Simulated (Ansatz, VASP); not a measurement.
**ZrB2W3: VASP beside Ansatz**

```
Zr B W
1.0
     3.02099   -4.62028    0.00000
     3.02099    4.62028    0.00000
     0.00000    0.00000    3.07666
Zr B W
1 2 3
Direct
  0.50000 0.50000 0.00000
  0.23825 0.76175 0.00000
  0.76175 0.23825 0.00000
  0.00000 0.00000 0.00000
  0.50000 0.00000 0.50000
  0.00000 0.50000 0.50000
```

Change from the starting cell: species swapped into the NaH2Pd3 type (Cmmm, No. 65).

Alike in both runs: functional PBE; k mesh 4 × 4 × 6; occupations gaussian, width 0.1 eV; no spin polarisation.

Ansatz relaxed the structure, and its values are those at the end. VASP's run is a single point on that final structure, the one shown.

```csv
,VASP,Ansatz
version,VASP 6.6.1,Ansatz 0.2.0
potentials or method,"VASP PAW PBE potentials, release 64 (Zr_sv, B, W_sv), cutoff 520 eV","scalar-relativistic, plane waves, PAW"
valence electrons in the cell,60,60
```

```tsv
	VASP	Ansatz	Ansatz less VASP
gap on the k mesh at the Fermi level (eV)	none	none	-
pressure (GPa)	0.4	0.2	-0.25
```

A gap of «none» marks a metal or a gap that the smearing closes.

Neither program's run includes spin-orbit coupling.
